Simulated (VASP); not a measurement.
Here is a VASP 6.6.1 calculation.

File INCAR:

```
ALGO     = Normal         # electronic algorithm
EDIFF    = 1E-6           # SCF threshold, eV
ENCUT    = 520            # plane-wave cutoff, eV
GGA      = PS             # functional
ISIF     = 2              # what is computed and relaxed
ISMEAR   = 0              # smearing method
LASPH    = True           # aspherical terms in the spheres
LCHARG   = False          # write CHGCAR
LREAL    = False          # projectors in reciprocal space
LWAVE    = False          # write WAVECAR
NBANDS   = 58             # bands
NELM     = 80             # most SCF steps
PREC     = Accurate       # precision mode
SIGMA    = 0.15           # smearing width, eV
```

The input KPOINTS:

```
k-points
0
Gamma
  8 12 8
```

POSCAR

```
NiGe
1.0
    5.3107947876      0.0000000000      0.0000000000
    0.0000000000      3.4400167648      0.0000000000
    0.0000000000      0.0000000000      5.5670797738
Ni Ge
4 4
Direct
    0.9929865338      0.7500000000      0.1888713156
    0.0070134662      0.2500000000      0.8111286844
    0.5070134662      0.2500000000      0.6888713156
    0.4929865338      0.7500000000      0.3111286844
    0.8116425502      0.7500000000      0.5883967035
    0.1883574498      0.2500000000      0.4116032965
    0.6883574498      0.2500000000      0.0883967035
    0.3116425502      0.7500000000      0.9116032965
```

Potentials or basis: VASP PAW PBE potentials, release 64 (Ni, Ge_d).

The run is started by

```sh
$ cat potpaw_PBE.64/Ni/POTCAR potpaw_PBE.64/Ge_d/POTCAR > POTCAR
$ mpirun -np 1 vasp_std > vasp.out
```

Problem. Predict the pressure.

Solution. 5.5 GPa.

Problem. Predict the band gap on the k mesh.

Solution. Zero (bands 48 and 49 overlap by 1.61 eV).

Forces on the atoms (eV/Å):
```
Ni  -0.119  0.000 -0.105
Ni   0.119  0.000  0.105
Ni   0.119  0.000 -0.105
Ni  -0.119  0.000  0.105
Ge   0.046  0.000  0.188
Ge  -0.046  0.000 -0.188
Ge  -0.046  0.000  0.188
Ge   0.046  0.000 -0.188
```

Caveat: the cell differs from its parent crystal (strain -0.0300 x Voigt [0, 0, 1, 0, 0, 0]); the cell stands under pressure; the PAW data sets were made with another functional, which shifts forces and pressure a little. Spin polarisation is off, so any magnetic state and its effect on volume and gap are missing.
